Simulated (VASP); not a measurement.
LaTl3:

```
La Tl
1.0
     4.90177    0.00000    0.00000
     0.00000    4.90177    0.00000
     0.00000    0.00000    4.90177
La Tl
1 3
Cartesian
  0.0000 0.0000 0.0000
  0.0000 2.4509 2.4509
  2.4509 0.0000 2.4509
  2.4509 2.4509 0.0000
```

```yaml
Program: VASP 6.6.1
Task: relaxation of cell and atoms
Functional: LDA
Potentials_or_basis: VASP PAW LDA potentials, release 64 (La, Tl_d)
Cutoff: 600 eV
k_mesh: 10 × 10 × 10
Occupations: gaussian, width 0.1 eV
Spin: no spin polarisation
```

At the start: pressure -4.7 GPa; volume 29.44 Å³/atom.

Q: How do energy, volume and symmetry change on relaxing?

A: Over 3 steps the energy falls by 45.7 meV/atom and the volume is 26.64 Å³/atom (-9.5 %); space group Pm-3m (No. 221, to 0.1 Å) before and after.

Step by step:
```csv
step,energy change (eV),largest force (eV/Å),pressure (GPa),volume (Å³)
1,0.0000,0.0000,-4.73,117.78
2,-0.1659,0.0000,1.88,103.57
3,-0.1830,0.0000,-0.03,106.57
```

Final structure:
```cif
data_structure
_symmetry_space_group_name_H-M 'P 1'
_symmetry_Int_Tables_number 1
_cell_length_a 4.7411
_cell_length_b 4.7411
_cell_length_c 4.7411
_cell_angle_alpha 90.000
_cell_angle_beta 90.000
_cell_angle_gamma 90.000
_cell_volume 106.57
loop_
_atom_site_label
_atom_site_type_symbol
_atom_site_fract_x
_atom_site_fract_y
_atom_site_fract_z
_atom_site_occupancy
La1 La 0.00000 0.00000 0.00000 1
Tl1 Tl 0.00000 0.50000 0.50000 1
Tl2 Tl 0.50000 0.00000 0.50000 1
Tl3 Tl 0.50000 0.50000 0.00000 1
```
